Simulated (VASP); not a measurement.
Write the native input for VASP 6.6.1 that does the following.

| Property | Result |
| --- | --- |
| Task | relaxation of cell and atoms |
| Functional | PBE |
| Potentials or basis | VASP PAW PBE potentials, release 64 (Sc_sv, Pb_d, S) |
| Cutoff | 600 eV |
| k mesh | 8 × 8 × 8 |
| Occupations | gaussian, width 0.1 eV |
| Spin | no spin polarisation |
| Dipole correction | no |
| Further INCAR settings | ALGO = Normal; EDIFF = 1e-07; IBRION = 2; EDIFFG = -0.01; NSW = 100; ISIF = 3 |

The structure of ScPbS4 lies in POSCAR:

```
ScPbS4
1.0
    0.0000000000      3.9050176258      3.9050176258
    3.9050176258      0.0000000000      3.9050176258
    3.9050176258      3.9050176258      0.0000000000
Sc Pb S
1 1 4
Direct
    0.0000000000      0.0000000000      0.0000000000
    0.2500000000      0.2500000000      0.2500000000
    0.6271896075      0.6271896075      0.1184311774
    0.6271896075      0.1184311774      0.6271896075
    0.1184311774      0.6271896075      0.6271896075
    0.6271896075      0.6271896075      0.6271896075
```

These files were run (other wordings do the same):

INCAR

```
SYSTEM = ScPbS4
  ALGO = Normal
  EDIFF = 1E-7
  EDIFFG = -0.01
  ENCUT = 600
  GGA = PE
  IBRION = 2
  ISIF = 3
  ISMEAR = 0
  LASPH = .TRUE.
  LCHARG = .FALSE.
  LREAL = .FALSE.
  LWAVE = .FALSE.
  NELM = 100
  NSW = 100
  PREC = Accurate
  SIGMA = 0.1
```

KPOINTS

```
k-points
0
G
  8 8 8
  0 0 0
```

Potentials or basis: VASP PAW PBE potentials, release 64 (Sc_sv, Pb_d, S).

Run with:

```sh
$ cat potpaw_PBE.64/Sc_sv/POTCAR potpaw_PBE.64/Pb_d/POTCAR potpaw_PBE.64/S/POTCAR > POTCAR
$ mpirun -np 1 vasp_std > vasp.out
```

It gave:

```yaml
Relaxed_volume: 19.60 Å³/atom
Relaxed_cell: a = 5.500 Å, b = 5.500 Å, c = 5.500 Å, α = 60.00°, β = 60.00°, γ = 60.00°
Space_group_after_relaxing_to_0.05_Å: F-43m (No. 216)
Energy_gained_by_relaxing: 0.5 meV/atom
Ionic_steps: 2
Pressure_after_relaxing: 0.1 GPa
```

It took 2.4 min on 1 thread of Intel(R) Xeon(R) 6975P-C (Granite Rapids), with other jobs on the host, peak memory 0.4 GiB.
